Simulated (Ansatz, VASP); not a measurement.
**FeO: VASP beside Ansatz**

INCAR

```
AGGAC    = 1.0          
AGGAX    = 1.0          
ALDAC    = 0.0          
ALDAX    = 1.0          
ALGO     = Normal         # electronic algorithm
EDIFF    = 1E-6           # SCF threshold, eV
EDIFFG   = -0.02          # ionic threshold
ENCUT    = 600            # plane-wave cutoff, eV
GGA      = B5             # functional
IBRION   = 2              # ionic algorithm
ISIF     = 3              # what is computed and relaxed
ISMEAR   = -1             # smearing method
ISPIN    = 2              # spin polarisation
LASPH    = True           # aspherical terms in the spheres
LCHARG   = False          # write CHGCAR
LMAXMIX  = 4              # l up to which the mixer works
LORBIT   = 11             # projections on sites
LREAL    = False          # projectors in reciprocal space
LWAVE    = False          # write WAVECAR
MAGMOM   = 3 0            # initial moments
NELM     = 150            # most SCF steps
NSW      = 80             # ionic steps
PREC     = Accurate       # precision mode
SIGMA    = 0.05           # smearing width, eV
```

File KPOINTS:

```
k-points
0
Gamma
  8 8 8
```

POSCAR

```
FeO
1.0
    0.0000000000      2.1554000000      2.1554000000
    2.1554000000      0.0000000000      2.1554000000
    2.1554000000      2.1554000000      0.0000000000
Fe O
1 1
Direct
    0.0000000000      0.0000000000      0.0000000000
    0.5000000000      0.5000000000      0.5000000000
```

input.yaml

```yaml
crystal:
  lattice:
    - [0.0, 2.1554, 2.1554]
    - [2.1554, 0.0, 2.1554]
    - [2.1554, 2.1554, 0.0]
  atoms:
    - { symbol: Fe, position: [0.0, 0.0, 0.0], spin: 3.0 }
    - { symbol: O, position: [0.5, 0.5, 0.5] }
kpoints:
  mp_grid: { grid: [8, 8, 8] }
scf:
  occupations: { method: fermi_dirac, width: 0.05 }
hamiltonian:
  xc: blyp
  pseudopotentials: { kind: all_electron, lapw: { basis_error: 0.001 } }
magnetization:
  spin_polarized: true
output:
  forces: true
  stress: true
relax:
  f_tol: 0.02
  max_steps: 60
  cell: {}
```

Alike in both runs: task relaxation of cell and atoms; functional BLYP; k mesh 8 × 8 × 8; occupations fermi-dirac, width 0.05 eV; collinear spin.

|  | VASP | Ansatz |
| --- | --- | --- |
| version | VASP 6.6.1 | Ansatz 0.2.0 |
| potentials or method | VASP PAW PBE potentials, release 64 (Fe, O), cutoff 600 eV | all-electron LAPW, scalar-relativistic |

Ansatz gave:

| Property | Result |
| --- | --- |
| net moment per atom (μB) | 2.00 |
| size of the moment on the site where the two differ most (μB) | 0.33 |
| relaxed volume (Å³/atom) | 10.39 |
| relaxed cell length with the largest relative difference (Å) | 3.086 |

**Question.** Which values does VASP return?

**Answer.** net moment per atom (μB): 2.00; size of the moment on the site where the two differ most (μB): 0.32; relaxed volume (Å³/atom): 10.40; relaxed cell length with the largest relative difference (Å): 3.087.

VASP's potentials were made for PBE, not for BLYP. Site moments also hang on the region over which each program counts them. Ansatz ran all-electron here, and VASP with PAW potentials.

Noted on Ansatz's run: the k mesh is thin for a metal, which can move the energy by tens of meV per atom.
